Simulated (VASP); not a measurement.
# Ga2O (P6/mmm) in VASP: further runs

Ga2O is run at these levels: PBE; tasks: single point, relaxation of cell and atoms.

Everything below comes from runs of VASP 6.6.1. Logs are shortened: lines on timing, memory, paths and dates and some standing lists are left out, and cuts for length are marked.

### 1 The cell of the first run

Symmetry: P6/mmm, No. 191, hexagonal system. Conventional cell: a = 4.300 Å, b = 4.300 Å, c = 2.908 Å, α = 90.00°, β = 90.00°, γ = 120.00°. Within 3.3 Å of Ga (site symmetry -6m2) lie 3 O at 2.48 Å and 5 Ga at 2.48 to 2.91 Å. O (site symmetry 6/mmm) has 6 Ga at 2.48 Å and 2 O at 2.91 Å within 3.3 Å.

The cell was built from a structure type or drawn by symmetry, and may not be a known phase.

### 2 Single point, PBE

INCAR reads:

```
ALGO     = Normal         # electronic algorithm
EDIFF    = 1E-6           # SCF threshold, eV
ENCUT    = 520            # plane-wave cutoff, eV
GGA      = PE             # functional
ISIF     = 2              # what is computed and relaxed
ISMEAR   = 0              # smearing method
LASPH    = T              # aspherical terms in the spheres
LCHARG   = F              # write CHGCAR
LREAL    = F              # projectors in reciprocal space
LWAVE    = F              # write WAVECAR
NBANDS   = 23             # bands
NELM     = 80             # most SCF steps
PREC     = Accurate       # precision mode
SIGMA    = 0.1            # smearing width, eV
```

KPOINTS reads:

```
k-points
0
Gamma
  6 6 8
```

POSCAR reads:

```
Ga2O
1.0
    4.3002767499      0.0000000025      0.0000000000
   -2.1501383771      3.7241489075      0.0000000000
    0.0000000000      0.0000000000      2.9081833697
Ga O
2 1
Direct
    0.3333333333      0.6666666667      0.0000000000
    0.6666666667      0.3333333333      0.0000000000
    0.0000000000      0.0000000000      0.0000000000
```

Potentials or basis: VASP PAW PBE potentials, release 64 (Ga_d, O).

Command:

```sh
cat potpaw_PBE.64/Ga_d/POTCAR potpaw_PBE.64/O/POTCAR > POTCAR
mpirun -np 1 vasp_std > vasp.out
```

OUTCAR:

```text
EDIFF = 1E-6
   ENCUT = 520
   GGA = PE
   ISIF = 2
   ISMEAR = 0
   LASPH = T
   LREAL = F
   NELM = 80
   PREC = Accurate

 ion  position               nearest neighbor table
   1  0.333  0.667  0.000-   2 2.48   2 2.48   2 2.48
   2  0.667  0.333  0.000-   1 2.48   1 2.48   1 2.48
   3  0.000  0.000  0.000-

  LATTYP: Found a hexagonal cell.
 ALAT       =     4.3002767499
 C/A-ratio  =     0.6762781883

  Lattice vectors:

 A1 = (   4.3002767499,   0.0000000025,   0.0000000000)
 A2 = (  -2.1501383771,   3.7241489075,   0.0000000000)
 A3 = (   0.0000000000,   0.0000000000,   2.9081833697)

Analysis of symmetry for initial positions (statically):
=====================================================================
 Subroutine PRICEL returns:
 Original cell was already a primitive cell.

 Routine SETGRP: Setting up the symmetry group for a
 hexagonal supercell.

 Subroutine GETGRP returns: Found 24 space group operations
 (whereof 24 operations were pure point group operations)
 out of a pool of 24 trial point group operations.

The static configuration has the point symmetry D_6h.

Analysis of symmetry for dynamics (positions and initial velocities):
=====================================================================
 Subroutine PRICEL returns:
 Original cell was already a primitive cell.

 Routine SETGRP: Setting up the symmetry group for a
 hexagonal supercell.

 Subroutine GETGRP returns: Found 24 space group operations
 (whereof 24 operations were pure point group operations)
 out of a pool of 24 trial point group operations.

The dynamic configuration has the point symmetry D_6h.

 Subroutine INISYM returns: Found 24 space group operations
 (whereof 24 operations are pure point group operations),
 and found     1 'primitive' translations

----------------------------------------------------------------------------------------

                                     Primitive cell

  volume of cell :      46.5742

  direct lattice vectors                    reciprocal lattice vectors
     4.300276750  0.000000003  0.000000000     0.232543173  0.134258864  0.000000000
    -2.150138377  3.724148908  0.000000000    -0.000000000  0.268517727  0.000000000
     0.000000000  0.000000000  2.908183370     0.000000000  0.000000000  0.343857272

  length of vectors
     4.300276750  4.300276750  2.908183370     0.268517727  0.268517727  0.343857272

  position of ions in fractional coordinates (direct lattice)
     0.333333333  0.666666667  0.000000000
     0.666666667  0.333333333  0.000000000
     0.000000000  0.000000000  0.000000000

  ion indices of the primitive-cell ions
   primitive index   ion index
                 1           1
                 2           2
                 3           3

----------------------------------------------------------------------------------------

 KPOINTS: k-points

Automatic generation of k-mesh.
 Grid dimensions read from file:
 generate k-points for:    6    6    8

 Generating k-lattice:

  Cartesian coordinates                     Fractional coordinates (reciprocal lattice)
     0.038757195  0.022376477  0.000000000     0.166666667  0.000000000  0.000000000
    -0.000000000  0.044752955  0.000000000     0.000000000  0.166666667  0.000000000
     0.000000000  0.000000000  0.042982159     0.000000000  0.000000000  0.125000000

  Length of vectors
     0.044752955  0.044752955  0.042982159

  Shift w.r.t. Gamma in fractional coordinates (k-lattice)
     0.000000000  0.000000000  0.000000000

 Subroutine IBZKPT returns following result:
 ===========================================

 Found     35 irreducible k-points:

 Following reciprocal coordinates:
            Coordinates               Weight
  0.000000  0.000000  0.000000      1.000000
  0.166667 -0.000000  0.000000      6.000000
  0.333333 -0.000000  0.000000      6.000000
  0.500000  0.000000  0.000000      3.000000
  0.166667  0.166667  0.000000      6.000000
  0.333333  0.166667  0.000000     12.000000
[... 16 lines left out ...]
  0.166667 -0.000000  0.375000     12.000000
  0.333333 -0.000000  0.375000     12.000000
 [... further k-points ...]
   k-points           NKPTS =     35   k-points in BZ     NKDIM =     35   number of bands    NBANDS=     23
   number of dos      NEDOS =    301   number of ions     NIONS =      3
   total plane-waves  NPLWV =  24576
   dimension x,y,z NGX =    32 NGY =   32 NGZ =   24
   dimension x,y,z NGXF=    64 NGYF=   64 NGZF=   48
   ions per type =               2   1
   NGX,Y,Z   is equivalent  to a cutoff of  12.37, 12.37, 13.72 a.u.
   NGXF,Y,Z  is equivalent  to a cutoff of  24.74, 24.74, 27.44 a.u.
 SYSTEM =  unknown system
   PREC   = accura    normal or accurate (medium, high low for compatibility)
   ISTART =      0    job   : 0-new  1-cont  2-samecut
   ICHARG =      2    charge: 1-file 2-atom 10-const
   ISPIN  =      1    spin polarized calculation?
   LNONCOLLINEAR =      F non collinear calculations
   LSORBIT =      F    spin-orbit coupling
   LASPH  =      T    aspherical Exc in radial PAW
   ENCUT  =  520.0 eV  38.22 Ry    6.18 a.u.   8.00  8.00  5.41*2*pi/ulx,y,z
   NELM   =     80;   NELMIN=  2; NELMDL= -5     # of ELM steps
   EDIFF  = 0.1E-05   stopping-criterion for ELM
   LREAL  =      F    real-space projection
   EDIFFG = 0.1E-04   stopping-criterion for IOM
   NSW    =      0    number of steps for IOM
   IBRION =     -1    ionic relax: 0-MD 1-quasi-New 2-CG
   NFREE  =      0    steps in history (QN), initial steepest desc. (CG)
   ISIF   =      2    stress and relaxation
   ISYM   =      2    0-nonsym 1-usesym 2-fastsym
   POTIM  = 0.5000    time-step for ionic-motion
   TEBEG  =    0.0;   TEEND  =   0.0 temperature during run
   PSTRESS=    0.0 pullay stress
   NELECT =      32.0000    total number of electrons
   NUPDOWN=      -1.0000    fix difference up-down
   EMIN   =  10.00;   EMAX   =-10.00  energy-range for DOS
   EFERMI =   0.00;   METHOD = LEGACY
   ISMEAR =     0;   SIGMA  =   0.10  broadening in eV -4-tet -1-fermi 0-gaus
   EFERMI_NEDOS =   21; number of points for ismear=-14 and -15
   IALGO  =     38    algorithm
   IMIX   =      4    mixing-type and parameters
     AMIX     =   0.40;   BMIX     =  1.00
     AMIX_MAG =   1.60;   BMIX_MAG =  1.00
  volume/ion in A,a.u.               =      15.52       104.77
  Fermi-wavevector in a.u.,A,eV,Ry     =   1.444585  2.729870 28.392986  2.086826
  Thomas-Fermi vector in A             =   2.562863
   LORBIT       =      0    0 simple, 1 ext, 2 COOP (PROOUT), +10 PAW based schemes
   GGA     = PE    functional components
   LHFCALC =     F    Hartree Fock is set to
   AEXX    =    0.0000 exact exchange contribution
   IVDW    =     0    specifies the selected vdW correction
   LEPSILON=     F    determine dielectric tensor
   LRPA    =     F    only Hartree local field effects (RPA)
 non-spin polarized calculation
 Gauss-broadening in eV      SIGMA  =   0.10
  energy-cutoff  :      520.00
  volume of cell :       46.57
 maximum number of plane-waves:      1269
 NGX is ok and might be reduce to    32
   NGX = 15   NGY = 15   NGZ = 11

 number of electron      32.0000016 magnetization

 Free energy of the ion-electron system (eV)
  ---------------------------------------------------
  ext. energy  EPLUGINS =         0.00000000
  ---------------------------------------------------
  free energy    TOTEN  =       -10.61584402 eV

  energy without entropy =      -10.61236656  energy(sigma->0) =      -10.61410529

 E-fermi :   4.2142     XC(G=0): -10.8668

 val. band max:        4.1898367563   @ k =   0.1667  -0.0000   0.3750
 cond. band min:       4.3204355043   @ k =   0.1667   0.1667   0.3750
 fundamental gap:      0.1305987480
 Fermi energy:         4.2141746403

 k-point     1 :       0.0000    0.0000    0.0000
  band No.  band energies     occupation
      1     -12.9277      2.00000
      2     -10.8060      2.00000
      3     -10.7635      2.00000
      4     -10.7635      2.00000
      5     -10.6332      2.00000
      6     -10.6332      2.00000
[... 15 lines left out ...]
     22      14.6818      0.00000
     23      18.6011      0.00000

 k-point     2 :       0.1667   -0.0000    0.0000
  band No.  band energies     occupation
      1     -12.8723      2.00000
      2     -10.8808      2.00000
      3     -10.8250      2.00000
      4     -10.7821      2.00000
      5     -10.6385      2.00000
      6     -10.6248      2.00000
[... 15 lines left out ...]
     22      14.9476      0.00000
     23      17.6203      0.00000

 k-point     3 :       0.3333   -0.0000    0.0000
  band No.  band energies     occupation
      1     -12.7691      2.00000
      2     -10.9266      2.00000
      3     -10.8943      2.00000
      4     -10.8068      2.00000
      5     -10.6484      2.00000
      6     -10.6047      2.00000
[... 15 lines left out ...]
     22      15.6411      0.00000
     23      15.9711      0.00000

 k-point     4 :       0.5000    0.0000    0.0000
  band No.  band energies     occupation
      1     -12.7233      2.00000
      2     -10.9196      2.00000
      3     -10.8812      2.00000
      4     -10.8605      2.00000
      5     -10.6531      2.00000
      6     -10.5918      2.00000
[... 15 lines left out ...]
     22      15.1044      0.00000
     23      15.9265      0.00000

 k-point     5 :       0.1667    0.1667    0.0000
  band No.  band energies     occupation
      1     -12.7953      2.00000
      2     -10.9358      2.00000
      3     -10.8498      2.00000
      4     -10.8001      2.00000
      5     -10.6484      2.00000
      6     -10.6077      2.00000
[... 434 lines left out ...]
 k-point    22 :       0.0000    0.0000    0.3750
  band No.  band energies     occupation
      1     -12.5948      2.00000
      2     -10.7582      2.00000
      3     -10.7582      2.00000
      4     -10.7364      2.00000
      5     -10.7364      2.00000
      6     -10.5857      2.00000
[... 15 lines left out ...]
     22      13.9392      0.00000
     23      13.9561      0.00000

 k-point    23 :       0.1667   -0.0000    0.3750
  band No.  band energies     occupation
      1     -12.5461      2.00000
      2     -10.8179      2.00000
      3     -10.8099      2.00000
      4     -10.7526      2.00000
      5     -10.7380      2.00000
      6     -10.6685      2.00000
[... 15 lines left out ...]
     22      13.6163      0.00000
     23      14.8359      0.00000

 k-point    24 :       0.3333   -0.0000    0.3750
  band No.  band energies     occupation
      1     -12.4595      2.00000
      2     -10.8778      2.00000
      3     -10.8653      2.00000
      4     -10.7681      2.00000
      5     -10.7211      2.00000
      6     -10.6980      2.00000
[... 15 lines left out ...]
     22      14.6852      0.00000
     23      15.2672      0.00000

 [... further k-points ...]

------------------------ aborting loop because EDIFF is reached ----------------------------------------

  FORCE on cell =-STRESS in cart. coord.  units (eV):
  Direction    XX          YY          ZZ          XY          YZ          ZX
  --------------------------------------------------------------------------------------
  -------------------------------------------------------------------------------------
  Total        0.0930265      0.0930265      0.0452517      0.0000000      0.0000000      0.0000000
  in kB        3.2001624      3.2001624      1.5566830      0.0000000      0.0000000      0.0000000
  external PRESSURE =       2.6523359 kB  Pullay stress =       0.0000000 kB

 VOLUME and BASIS-vectors are now :
 -----------------------------------------------------------------------------
  energy-cutoff  :      520.00
  volume of cell :       46.57
      direct lattice vectors                 reciprocal lattice vectors
     4.300276750  0.000000003  0.000000000     0.232543173  0.134258864  0.000000000
    -2.150138377  3.724148908  0.000000000    -0.000000000  0.268517727  0.000000000
     0.000000000  0.000000000  2.908183370     0.000000000  0.000000000  0.343857272

 POSITION                                       TOTAL-FORCE (eV/Angst)
 -----------------------------------------------------------------------------------
     -0.00000      2.48277      0.00000         0.000000      0.000000      0.000000
      2.15014      1.24138      0.00000        -0.000000     -0.000000      0.000000
      0.00000      0.00000      0.00000         0.000000     -0.000000      0.000000
 -----------------------------------------------------------------------------------
    total drift:                               -0.000000      0.000000     -0.000000

  FREE ENERGIE OF THE ION-ELECTRON SYSTEM (eV)
  ---------------------------------------------------
  free  energy   TOTEN  =       -10.6158440158 eV

  energy  without entropy=      -10.6123665650  energy(sigma->0) =      -10.61410529
```

Run time: 51 s. Hardware: 1 thread of Intel Xeon 8259CL, shared host; peak memory 0.18 GiB.

What came out:

```yaml
Free_energy: -10.6158 eV
Pressure: 0.3 GPa
Band_gap_on_the_k_mesh: zero (bands 16 and 17 overlap by 0.93 eV)
```

Levels at points of the mesh, in eV from the Fermi level:
| k point | band 14 | band 15 | band 16 | band 17 | band 18 | band 19 |
| --- | --- | --- | --- | --- | --- | --- |
| (0.00, 0.00, 0.00) | -3.11 | -0.41 | -0.32 | -0.10 | -0.10 | 7.79 |
| (0.50, 0.00, 0.00) | -4.45 | -0.29 | -0.27 | 2.33 | 3.86 | 8.65 |
| (0.00, 0.00, 0.50) | -2.53 | -2.53 | -0.18 | 2.24 | 2.24 | 3.76 |
| (0.50, 0.00, 0.50) | -2.71 | -2.37 | -1.80 | 0.78 | 0.88 | 4.10 |

[end of part 1 of 2]
